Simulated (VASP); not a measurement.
# Mg7Se (P4mm) in VASP: single point with PBE

Aim: the single point of Mg7Se with PBE.

All numbers are computed with VASP 6.6.1; they aren't measurements. Logs are shortened: lines on timing, memory, paths and dates and some standing lists are left out, and cuts for length are marked.

## Step 1: The cell of the first run

It takes space group P4mm (No. 99, tetragonal). The conventional cell has a = 6.333 Å, b = 6.333 Å, c = 4.706 Å, α = 90.00°, β = 90.00°, γ = 90.00°. Within 3.6 Å of Mg (site symmetry m) lie 1 Se at 2.72 Å and 10 Mg at 3.01 to 3.32 Å. Within 4.2 Å of Mg (site symmetry 2mm) lie 10 Mg at 3.17 to 3.28 Å and 2 Se at 3.30 Å. Within 4.2 Å of Mg (site symmetry 4mm) lie 12 Mg at 3.16 to 3.19 Å. Se (site symmetry 4mm) has 8 Mg at 2.72 to 3.30 Å within 3.6 Å.

## Step 2: Single point, PBE

Contents of INCAR:

```
PREC = Accurate
ENCUT = 520
EDIFF = 1E-6
ISMEAR = 0
SIGMA = 0.2
LREAL = F
LASPH = T
NELM = 60
ALGO = Normal
ISIF = 2
LWAVE = F
LCHARG = T
GGA = PE
LELF = T
LVHAR = T
NBANDS = 20
```

Contents of KPOINTS:

```
Automatic mesh
0
Gamma
  3 3 4
```

Contents of POSCAR:

```
Mg7Se
1.0
    6.3327080894      0.0000000000      0.0000000000
    0.0000000000      6.3327080894      0.0000000000
    0.0000000000      0.0000000000      4.7058451969
Mg Se
7 1
Direct
    0.2623968073      0.2623968073      0.0829862808
    0.7376031927      0.7376031927      0.0829862808
    0.7376031927      0.2623968073      0.0829862808
    0.2623968073      0.7376031927      0.0829862808
    0.5000000000      0.0000000000      0.5920561849
    0.0000000000      0.5000000000      0.5920561849
    0.5000000000      0.5000000000      0.5873603628
    0.0000000000      0.0000000000      0.7911013941
```

Potentials or basis: VASP PAW PBE potentials, release 64 (Mg, Se).

On the command line:

```bash
> cat potpaw_PBE.64/Mg/POTCAR potpaw_PBE.64/Se/POTCAR > POTCAR
> mpirun -np 1 vasp_std > vasp.out
```

OUTCAR:

```text
PREC = Accurate
   ENCUT = 520
   EDIFF = 1E-6
   ISMEAR = 0
   LREAL = F
   LASPH = T
   NELM = 60
   ISIF = 2
   GGA = PE

 ion  position               nearest neighbor table
   1  0.262  0.262  0.083-   8 2.72   4 3.01   3 3.01   7 3.16   7 3.19   5 3.22   6 3.22   6 3.28
                             5 3.28   4 3.32   3 3.32
   2  0.738  0.738  0.083-   8 2.72   4 3.01   3 3.01   7 3.16   7 3.19   5 3.22   6 3.22   6 3.28
                             5 3.28   3 3.32   4 3.32
   3  0.738  0.262  0.083-   8 2.72   2 3.01   1 3.01   7 3.16   7 3.19   5 3.22   6 3.22   6 3.28
                             5 3.28   1 3.32   2 3.32
   4  0.262  0.738  0.083-   8 2.72   2 3.01   1 3.01   7 3.16   7 3.19   5 3.22   6 3.22   6 3.28
                             5 3.28   1 3.32   2 3.32
   5  0.500  0.000  0.592-   7 3.17   7 3.17   3 3.22   4 3.22   1 3.22   2 3.22   2 3.28   3 3.28
                             4 3.28   1 3.28
   6  0.000  0.500  0.592-   7 3.17   7 3.17   3 3.22   4 3.22   1 3.22   2 3.22   2 3.28   3 3.28
                             4 3.28   1 3.28
   7  0.500  0.500  0.587-   1 3.16   2 3.16   3 3.16   4 3.16   5 3.17   6 3.17   5 3.17   6 3.17
                             3 3.19   4 3.19   1 3.19   2 3.19
   8  0.000  0.000  0.791-   1 2.72   2 2.72   3 2.72   4 2.72

  LATTYP: Found a simple tetragonal cell.
 ALAT       =     6.3327080894
 C/A-ratio  =     0.7431015500

  Lattice vectors:

 A1 = (   6.3327080894,   0.0000000000,   0.0000000000)
 A2 = (   0.0000000000,   6.3327080894,   0.0000000000)
 A3 = (   0.0000000000,   0.0000000000,   4.7058451969)

Analysis of symmetry for initial positions (statically):
=====================================================================
 Subroutine PRICEL returns:
 Original cell was already a primitive cell.

 Routine SETGRP: Setting up the symmetry group for a
 simple tetragonal supercell.

 Subroutine GETGRP returns: Found  8 space group operations
 (whereof  8 operations were pure point group operations)
 out of a pool of 16 trial point group operations.

The static configuration has the point symmetry C_4v.

Analysis of symmetry for dynamics (positions and initial velocities):
=====================================================================
 Subroutine PRICEL returns:
 Original cell was already a primitive cell.

 Routine SETGRP: Setting up the symmetry group for a
 simple tetragonal supercell.

 Subroutine GETGRP returns: Found  8 space group operations
 (whereof  8 operations were pure point group operations)
 out of a pool of 16 trial point group operations.

The dynamic configuration has the point symmetry C_4v.

 Subroutine INISYM returns: Found  8 space group operations
 (whereof  8 operations are pure point group operations),
 and found     1 'primitive' translations

----------------------------------------------------------------------------------------

                                     Primitive cell

  volume of cell :     188.7194

  direct lattice vectors                    reciprocal lattice vectors
     6.332708089  0.000000000  0.000000000     0.157910326  0.000000000  0.000000000
     0.000000000  6.332708089  0.000000000     0.000000000  0.157910326  0.000000000
     0.000000000  0.000000000  4.705845197     0.000000000  0.000000000  0.212501678

  length of vectors
     6.332708089  6.332708089  4.705845197     0.157910326  0.157910326  0.212501678

  position of ions in fractional coordinates (direct lattice)
     0.262396807  0.262396807  0.082986281
     0.737603193  0.737603193  0.082986281
     0.737603193  0.262396807  0.082986281
     0.262396807  0.737603193  0.082986281
     0.500000000  0.000000000  0.592056185
     0.000000000  0.500000000  0.592056185
     0.500000000  0.500000000  0.587360363
     0.000000000  0.000000000  0.791101394

  ion indices of the primitive-cell ions
   primitive index   ion index
                 1           1
                 2           2
                 3           3
                 4           4
                 5           5
                 6           6
                 7           7
                 8           8

----------------------------------------------------------------------------------------

 KPOINTS: Automatic mesh

Automatic generation of k-mesh.
 Grid dimensions read from file:
 generate k-points for:    3    3    4

 Generating k-lattice:

  Cartesian coordinates                     Fractional coordinates (reciprocal lattice)
     0.052636775  0.000000000  0.000000000     0.333333333  0.000000000  0.000000000
     0.000000000  0.052636775  0.000000000     0.000000000  0.333333333  0.000000000
     0.000000000  0.000000000  0.053125419     0.000000000  0.000000000  0.250000000

  Length of vectors
     0.052636775  0.052636775  0.053125419

  Shift w.r.t. Gamma in fractional coordinates (k-lattice)
     0.000000000  0.000000000  0.000000000

 Subroutine IBZKPT returns following result:
 ===========================================

 Found      9 irreducible k-points:

 Following reciprocal coordinates:
            Coordinates               Weight
  0.000000  0.000000  0.000000      1.000000
  0.333333  0.000000  0.000000      4.000000
  0.333333  0.333333  0.000000      4.000000
  0.000000  0.000000  0.250000      2.000000
  0.333333  0.000000  0.250000      8.000000
  0.333333  0.333333  0.250000      8.000000
  0.000000  0.000000  0.500000      1.000000
  0.333333  0.000000  0.500000      4.000000
  0.333333  0.333333  0.500000      4.000000
   k-points           NKPTS =      9   k-points in BZ     NKDIM =      9   number of bands    NBANDS=     20
   number of dos      NEDOS =    301   number of ions     NIONS =      8
   total plane-waves  NPLWV =  82944
   dimension x,y,z NGX =    48 NGY =   48 NGZ =   36
   dimension x,y,z NGXF=    96 NGYF=   96 NGZF=   72
   ions per type =               7   1
   NGX,Y,Z   is equivalent  to a cutoff of  12.60, 12.60, 12.72 a.u.
   NGXF,Y,Z  is equivalent  to a cutoff of  25.20, 25.20, 25.44 a.u.
 SYSTEM =  unknown system
   PREC   = accura    normal or accurate (medium, high low for compatibility)
   ISTART =      0    job   : 0-new  1-cont  2-samecut
   ICHARG =      2    charge: 1-file 2-atom 10-const
   ISPIN  =      1    spin polarized calculation?
   LNONCOLLINEAR =      F non collinear calculations
   LSORBIT =      F    spin-orbit coupling
   LASPH  =      T    aspherical Exc in radial PAW
   ENCUT  =  520.0 eV  38.22 Ry    6.18 a.u.  11.77 11.77  8.75*2*pi/ulx,y,z
   NELM   =     60;   NELMIN=  2; NELMDL= -5     # of ELM steps
   EDIFF  = 0.1E-05   stopping-criterion for ELM
   LREAL  =      F    real-space projection
   EDIFFG = 0.1E-04   stopping-criterion for IOM
   NSW    =      0    number of steps for IOM
   IBRION =     -1    ionic relax: 0-MD 1-quasi-New 2-CG
   NFREE  =      0    steps in history (QN), initial steepest desc. (CG)
   ISIF   =      2    stress and relaxation
   ISYM   =      2    0-nonsym 1-usesym 2-fastsym
   POTIM  = 0.5000    time-step for ionic-motion
   TEBEG  =    0.0;   TEEND  =   0.0 temperature during run
   PSTRESS=    0.0 pullay stress
   NELECT =      20.0000    total number of electrons
   NUPDOWN=      -1.0000    fix difference up-down
   EMIN   =  10.00;   EMAX   =-10.00  energy-range for DOS
   EFERMI =   0.00;   METHOD = LEGACY
   ISMEAR =     0;   SIGMA  =   0.20  broadening in eV -4-tet -1-fermi 0-gaus
   EFERMI_NEDOS =   21; number of points for ismear=-14 and -15
   IALGO  =     38    algorithm
   IMIX   =      4    mixing-type and parameters
     AMIX     =   0.40;   BMIX     =  1.00
     AMIX_MAG =   1.60;   BMIX_MAG =  1.00
  volume/ion in A,a.u.               =      23.59       159.19
  Fermi-wavevector in a.u.,A,eV,Ry     =   0.774722  1.464013  8.166141  0.600194
  Thomas-Fermi vector in A             =   1.876838
   LORBIT       =      0    0 simple, 1 ext, 2 COOP (PROOUT), +10 PAW based schemes
   GGA     = PE    functional components
   LHFCALC =     F    Hartree Fock is set to
   AEXX    =    0.0000 exact exchange contribution
   IVDW    =     0    specifies the selected vdW correction
   LEPSILON=     F    determine dielectric tensor
   LRPA    =     F    only Hartree local field effects (RPA)
 non-spin polarized calculation
 Gauss-broadening in eV      SIGMA  =   0.20
  energy-cutoff  :      520.00
  volume of cell :      188.72
 maximum number of plane-waves:      5102
 NGX is ok and might be reduce to    48
   NGX = 23   NGY = 23   NGZ = 17

 number of electron      19.9999998 magnetization

 Free energy of the ion-electron system (eV)
  ---------------------------------------------------
  ext. energy  EPLUGINS =         0.00000000
  ---------------------------------------------------
  free energy    TOTEN  =       -15.16946352 eV

  energy without entropy =      -15.12647166  energy(sigma->0) =      -15.14796759

 E-fermi :   2.9295     XC(G=0):  -8.5153

 val. band max:        2.8727173310   @ k =   0.3333   0.3333   0.0000
 cond. band min:       3.1141103074   @ k =   0.3333   0.3333   0.0000
 fundamental gap:      0.2413929764
 Fermi energy:         2.9294778679

 k-point     1 :       0.0000    0.0000    0.0000
  band No.  band energies     occupation
      1     -10.7069      2.00000
      2      -3.2607      2.00000
      3      -1.9462      2.00000
      4      -1.9462      2.00000
      5      -0.4006      2.00000
      6      -0.3445      2.00000
[... 12 lines left out ...]
     19       6.8826      0.00000
     20       6.9328      0.00000

 k-point     2 :       0.3333    0.0000    0.0000
  band No.  band energies     occupation
      1     -10.6977      2.00000
      2      -3.4642      2.00000
      3      -1.8452      2.00000
      4      -1.8151      2.00000
      5      -0.4924      2.00000
      6      -0.3293      2.00000
[... 12 lines left out ...]
     19       6.7017      0.00000
     20       6.9152      0.00000
[... 120 lines left out ...]
      3      -2.2520      2.00000
      4      -1.4362      2.00000
      5      -1.0659      2.00000
      6      -0.4263      2.00000
[... 12 lines left out ...]
     19       7.7134      0.00000
     20       8.0388      0.00000

 k-point     9 :       0.3333    0.3333    0.5000
  band No.  band energies     occupation
      1     -10.6110      2.00000
      2      -2.2034      2.00000
      3      -2.0108      2.00000
      4      -1.9857      2.00000
      5      -0.9323      2.00000
      6      -0.3023      2.00000
[... 12 lines left out ...]
     19       7.5656      0.00000
     20       7.6260      0.00000

------------------------ aborting loop because EDIFF is reached ----------------------------------------

  FORCE on cell =-STRESS in cart. coord.  units (eV):
  Direction    XX          YY          ZZ          XY          YZ          ZX
  --------------------------------------------------------------------------------------
  -------------------------------------------------------------------------------------
  Total       -0.0592015     -0.0592015     -0.1183980      0.0000000      0.0000000      0.0000000
  in kB       -0.5026049     -0.5026049     -1.0051672      0.0000000      0.0000000      0.0000000
  external PRESSURE =      -0.6701257 kB  Pullay stress =       0.0000000 kB

 VOLUME and BASIS-vectors are now :
 -----------------------------------------------------------------------------
  energy-cutoff  :      520.00
  volume of cell :      188.72
      direct lattice vectors                 reciprocal lattice vectors
     6.332708089  0.000000000  0.000000000     0.157910326  0.000000000  0.000000000
     0.000000000  6.332708089  0.000000000     0.000000000  0.157910326  0.000000000
     0.000000000  0.000000000  4.705845197     0.000000000  0.000000000  0.212501678

 POSITION                                       TOTAL-FORCE (eV/Angst)
 -----------------------------------------------------------------------------------
      1.66168      1.66168      0.39052        -0.007551     -0.007551     -0.013066
      4.67103      4.67103      0.39052         0.007551      0.007551     -0.013066
      4.67103      1.66168      0.39052         0.007551     -0.007551     -0.013066
      1.66168      4.67103      0.39052        -0.007551      0.007551     -0.013066
      3.16635      0.00000      2.78612         0.000000     -0.000000     -0.000940
      0.00000      3.16635      2.78612         0.000000      0.000000     -0.000940
      3.16635      3.16635      2.76403         0.000000     -0.000000      0.021417
      0.00000      0.00000      3.72280         0.000000     -0.000000      0.032729
 -----------------------------------------------------------------------------------
    total drift:                               -0.000000     -0.000000     -0.000609

  FREE ENERGIE OF THE ION-ELECTRON SYSTEM (eV)
  ---------------------------------------------------
  free  energy   TOTEN  =       -15.1694635167 eV

  energy  without entropy=      -15.1264716598  energy(sigma->0) =      -15.14796759
```

It took 23 s on 1 thread of Intel Xeon 6975P-C (Granite Rapids), shared host; peak memory 0.27 GiB.

Results:

```yaml
Free_energy: -15.1695 eV
Pressure: -0.1 GPa
Largest_force: 0.033 eV/Å
Band_gap_on_the_k_mesh: zero (band 10 reaches 3.20 eV, above the bottom of band 11 at 2.29 eV)
```

Forces on the atoms (eV/Å):
```
Mg  -0.008 -0.008 -0.013
Mg   0.008  0.008 -0.013
Mg   0.008 -0.008 -0.013
Mg  -0.008  0.008 -0.013
Mg   0.000  0.000 -0.001
Mg   0.000  0.000 -0.001
Mg   0.000  0.000  0.021
Se   0.000  0.000  0.033
```

Levels at points of the mesh, in eV from the Fermi level:
| k point | band 6 | band 7 | band 8 | band 9 | band 10 | band 11 | band 12 | band 13 | band 14 | band 15 |
| --- | --- | --- | --- | --- | --- | --- | --- | --- | --- | --- |
| (0.00, 0.00, 0.00) | -3.27 | -1.69 | -1.69 | -1.35 | -0.33 | 0.85 | 1.17 | 2.05 | 2.05 | 2.55 |
| (0.00, 0.00, 0.50) | -3.27 | -1.92 | -1.38 | -1.38 | -1.32 | -0.19 | -0.19 | 0.44 | 1.44 | 1.67 |
